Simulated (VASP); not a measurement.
# GaN (F-43m) in VASP: settings compared

The runs below take GaN through single point, with PBEsol, HSE06.

Program: VASP 6.6.1. These are calculated values, not measurements. Logs are shortened: lines on timing, memory, paths and dates and some standing lists are left out, and cuts for length are marked.

### Step 1. The cell of the first run

It takes space group F-43m (No. 216, cubic). The conventional cell has a = 4.498 Å, b = 4.498 Å, c = 4.498 Å, α = 90.00°, β = 90.00°, γ = 90.00°. Ga (site symmetry -43m) has 4 N at 1.95 Å within 2.6 Å. N (site symmetry -43m) has 4 Ga at 1.95 Å within 2.6 Å.

### Step 2. Single point, PBEsol

INCAR reads:

```
SYSTEM = GaN
  PREC = Accurate
  ENCUT = 600
  EDIFF = 1E-6
  ISMEAR = 0
  SIGMA = 0.02
  LREAL = .FALSE.
  LASPH = .TRUE.
  NELM = 120
  ALGO = Normal
  ISIF = 2
  LWAVE = .FALSE.
  LCHARG = .FALSE.
  GGA = PS
  NBANDS = 16
  GGA_COMPAT = .FALSE.
```

KPOINTS reads:

```
Automatic mesh
0
G
  6 6 6
  0 0 0
```

POSCAR reads:

```
GaN
1.0
    0.0000000000      2.2491150720      2.2491150720
    2.2491150720      0.0000000000      2.2491150720
    2.2491150720      2.2491150720      0.0000000000
Ga N
1 1
Direct
    0.0000000000      0.0000000000      0.0000000000
    0.7500000000      0.7500000000      0.7500000000
```

Potentials or basis: VASP PAW PBE potentials, release 64 (Ga_d, N).

On the command line:

```sh
cat potpaw_PBE.64/Ga_d/POTCAR potpaw_PBE.64/N/POTCAR > POTCAR
mpirun -np 1 vasp_std > vasp.out
```

OUTCAR:

```text
SYSTEM = GaN
   PREC = Accurate
   ENCUT = 600
   EDIFF = 1E-6
   ISMEAR = 0
   LREAL = .FALSE.
   LASPH = .TRUE.
   NELM = 120
   ISIF = 2
   GGA = PS

 ion  position               nearest neighbor table
   1  0.000  0.000  0.000-   2 1.95   2 1.95   2 1.95   2 1.95
   2  0.750  0.750  0.750-   1 1.95   1 1.95   1 1.95   1 1.95

  LATTYP: Found a face centered cubic cell.
 ALAT       =     4.4982301440

  Lattice vectors:

 A1 = (   0.0000000000,   2.2491150720,   2.2491150720)
 A2 = (   2.2491150720,   0.0000000000,   2.2491150720)
 A3 = (   2.2491150720,   2.2491150720,   0.0000000000)

Analysis of symmetry for initial positions (statically):
=====================================================================
 Subroutine PRICEL returns:
 Original cell was already a primitive cell.

 Routine SETGRP: Setting up the symmetry group for a
 face centered cubic supercell.

 Subroutine GETGRP returns: Found 24 space group operations
 (whereof 24 operations were pure point group operations)
 out of a pool of 48 trial point group operations.

The static configuration has the point symmetry T_d .

Analysis of symmetry for dynamics (positions and initial velocities):
=====================================================================
 Subroutine PRICEL returns:
 Original cell was already a primitive cell.

 Routine SETGRP: Setting up the symmetry group for a
 face centered cubic supercell.

 Subroutine GETGRP returns: Found 24 space group operations
 (whereof 24 operations were pure point group operations)
 out of a pool of 48 trial point group operations.

The dynamic configuration has the point symmetry T_d .

 Subroutine INISYM returns: Found 24 space group operations
 (whereof 24 operations are pure point group operations),
 and found     1 'primitive' translations

----------------------------------------------------------------------------------------

                                     Primitive cell

  volume of cell :      22.7544

  direct lattice vectors                    reciprocal lattice vectors
     0.000000000  2.249115072  2.249115072    -0.222309657  0.222309657  0.222309657
     2.249115072  0.000000000  2.249115072     0.222309657 -0.222309657  0.222309657
     2.249115072  2.249115072  0.000000000     0.222309657  0.222309657 -0.222309657

  length of vectors
[... 71 lines left out ...]
   ENCUT  =  600.0 eV  44.10 Ry    6.64 a.u.   6.35  6.35  6.35*2*pi/ulx,y,z
   NELM   =    120;   NELMIN=  2; NELMDL= -5     # of ELM steps
   EDIFF  = 0.1E-05   stopping-criterion for ELM
   LREAL  =      F    real-space projection
   EDIFFG = 0.1E-04   stopping-criterion for IOM
   NSW    =      0    number of steps for IOM
   IBRION =     -1    ionic relax: 0-MD 1-quasi-New 2-CG
   NFREE  =      0    steps in history (QN), initial steepest desc. (CG)
   ISIF   =      2    stress and relaxation
   ISYM   =      2    0-nonsym 1-usesym 2-fastsym
   POTIM  = 0.5000    time-step for ionic-motion
   TEBEG  =    0.0;   TEEND  =   0.0 temperature during run
   PSTRESS=    0.0 pullay stress
   NELECT =      18.0000    total number of electrons
   NUPDOWN=      -1.0000    fix difference up-down
   EMIN   =  10.00;   EMAX   =-10.00  energy-range for DOS
   EFERMI =   0.00;   METHOD = LEGACY
   ISMEAR =     0;   SIGMA  =   0.02  broadening in eV -4-tet -1-fermi 0-gaus
   EFERMI_NEDOS =   21; number of points for ismear=-14 and -15
   IALGO  =     38    algorithm
   IMIX   =      4    mixing-type and parameters
     AMIX     =   0.40;   BMIX     =  1.00
     AMIX_MAG =   1.60;   BMIX_MAG =  1.00
  volume/ion in A,a.u.               =      11.38        76.78
  Fermi-wavevector in a.u.,A,eV,Ry     =   1.514063  2.861164 31.189822  2.292387
  Thomas-Fermi vector in A             =   2.623771
   LORBIT       =      0    0 simple, 1 ext, 2 COOP (PROOUT), +10 PAW based schemes
   GGA     = PS    functional components
   LHFCALC =     F    Hartree Fock is set to
   AEXX    =    0.0000 exact exchange contribution
   IVDW    =     0    specifies the selected vdW correction
   LEPSILON=     F    determine dielectric tensor
   LRPA    =     F    only Hartree local field effects (RPA)
 non-spin polarized calculation
 Gauss-broadening in eV      SIGMA  =   0.02
  energy-cutoff  :      600.00
  volume of cell :       22.75
 maximum number of plane-waves:       769
 NGX is ok and might be reduce to    28
   NGX = 13   NGY = 13   NGZ = 13

 number of electron      18.0000005 magnetization

 Free energy of the ion-electron system (eV)
  ---------------------------------------------------
  ext. energy  EPLUGINS =         0.00000000
  ---------------------------------------------------
  free energy    TOTEN  =       -13.11950287 eV

  energy without entropy =      -13.11950287  energy(sigma->0) =      -13.11950287

 E-fermi :   5.3961     XC(G=0): -11.9325

 val. band max:        5.2182754424   @ k =   0.0000   0.0000   0.0000
 cond. band min:       6.9363327286   @ k =   0.0000   0.0000   0.0000
 fundamental gap:      1.7180572862
 Fermi energy:         5.3961239893

 k-point     1 :       0.0000    0.0000    0.0000
  band No.  band energies     occupation
      1     -10.7662      2.00000
      2      -8.1954      2.00000
      3      -8.1954      2.00000
      4      -8.1954      2.00000
      5      -7.8645      2.00000
      6      -7.8645      2.00000
[... 281 lines left out ...]
      3      -7.9853      2.00000
      4      -7.8736      2.00000
      5      -7.8240      2.00000
      6      -5.9565      2.00000
[... 8 lines left out ...]
     15      25.7943      0.00000
     16      28.2388      0.00000

------------------------ aborting loop because EDIFF is reached ----------------------------------------

  FORCE on cell =-STRESS in cart. coord.  units (eV):
  Direction    XX          YY          ZZ          XY          YZ          ZX
  --------------------------------------------------------------------------------------
  -------------------------------------------------------------------------------------
  Total       -0.0623875     -0.0623875     -0.0623875     -0.0000000      0.0000000     -0.0000000
  in kB       -4.3928190     -4.3928190     -4.3928190     -0.0000000      0.0000000     -0.0000000
  external PRESSURE =      -4.3928190 kB  Pullay stress =       0.0000000 kB

 VOLUME and BASIS-vectors are now :
 -----------------------------------------------------------------------------
  energy-cutoff  :      600.00
  volume of cell :       22.75
      direct lattice vectors                 reciprocal lattice vectors
     0.000000000  2.249115072  2.249115072    -0.222309657  0.222309657  0.222309657
     2.249115072  0.000000000  2.249115072     0.222309657 -0.222309657  0.222309657
     2.249115072  2.249115072  0.000000000     0.222309657  0.222309657 -0.222309657

 POSITION                                       TOTAL-FORCE (eV/Angst)
 -----------------------------------------------------------------------------------
      0.00000      0.00000      0.00000         0.000000      0.000000      0.000000
      3.37367      3.37367      3.37367        -0.000000     -0.000000     -0.000000
 -----------------------------------------------------------------------------------
    total drift:                               -0.000000     -0.000000     -0.000000

  FREE ENERGIE OF THE ION-ELECTRON SYSTEM (eV)
  ---------------------------------------------------
  free  energy   TOTEN  =       -13.1195028696 eV

  energy  without entropy=      -13.1195028696  energy(sigma->0) =      -13.11950287
```

Run time: 14 s. Hardware: 1 thread of Oxide Virtual Turin-like, shared host; peak memory 0.13 GiB.

Results:

* Free energy: -13.1195 eV
* Pressure: -0.4 GPa
* Band gap on the k mesh: 1.72 eV

Caveat: the PAW data sets were made with another functional, which shifts forces and pressure a little.

### Step 3. Single point, HSE06

POSCAR is that of step 2.

INCAR.step1 reads:

```
SYSTEM = GaN
PREC = Accurate ; ENCUT = 520
EDIFF = 1E-5 ; ISMEAR = 0
SIGMA = 0.01 ; LREAL = .False.
LASPH = .True. ; NELM = 120
ALGO = Normal ; ISIF = 2
LWAVE = .True. ; LCHARG = .False.
GGA = PE ; NBANDS = 16
GGA_COMPAT = .False.
```

INCAR.step2 reads:

```
SYSTEM = GaN
PREC = Accurate ; ENCUT = 520
EDIFF = 1E-6 ; ISMEAR = 0
SIGMA = 0.01 ; LREAL = .False.
LASPH = .True. ; NELM = 120
ALGO = Normal ; ISIF = 2
LWAVE = .False. ; LCHARG = .False.
GGA = PE ; LHFCALC = .True.
HFSCREEN = 0.2079 ; PRECFOCK = Normal
ISTART = 1 ; NBANDS = 16
GGA_COMPAT = .False.
```

KPOINTS reads:

```
regular mesh
0
Gamma
  6 6 6
  0 0 0
```

Potentials or basis: VASP PAW PBE potentials, release 64 (Ga_d, N).

On the command line:

```sh
cat potpaw_PBE.64/Ga_d/POTCAR potpaw_PBE.64/N/POTCAR > POTCAR
cp INCAR.step1 INCAR
mpirun -np 1 vasp_std > vasp.out
cp INCAR.step2 INCAR
mpirun -np 1 vasp_std > vasp.out
```

Wall time 39 min (1 thread of Oxide Virtual Turin-like, shared host); peak memory 0.22 GiB.

Results (log left out):

```
Free energy            : -14.7383 eV
Pressure               : -0.1 GPa
Band gap on the k mesh : 3.02 eV
```

Levels at points of the mesh, in eV from the valence-band top:
| k point | band 7 | band 8 | band 9 | band 10 | band 11 | band 12 |
| --- | --- | --- | --- | --- | --- | --- |
| (0.00, 0.00, 0.00) | 0.00 | 0.00 | 0.00 | 3.02 | 11.95 | 11.95 |
| (0.50, 0.00, 0.00) | -7.58 | -1.05 | -1.05 | 6.13 | 10.45 | 11.94 |
| (0.50, 0.50, 0.00) | -6.59 | -2.93 | -2.93 | 4.45 | 8.19 | 13.63 |

Caveat: the PAW data sets were made with another functional, which shifts forces and pressure a little.
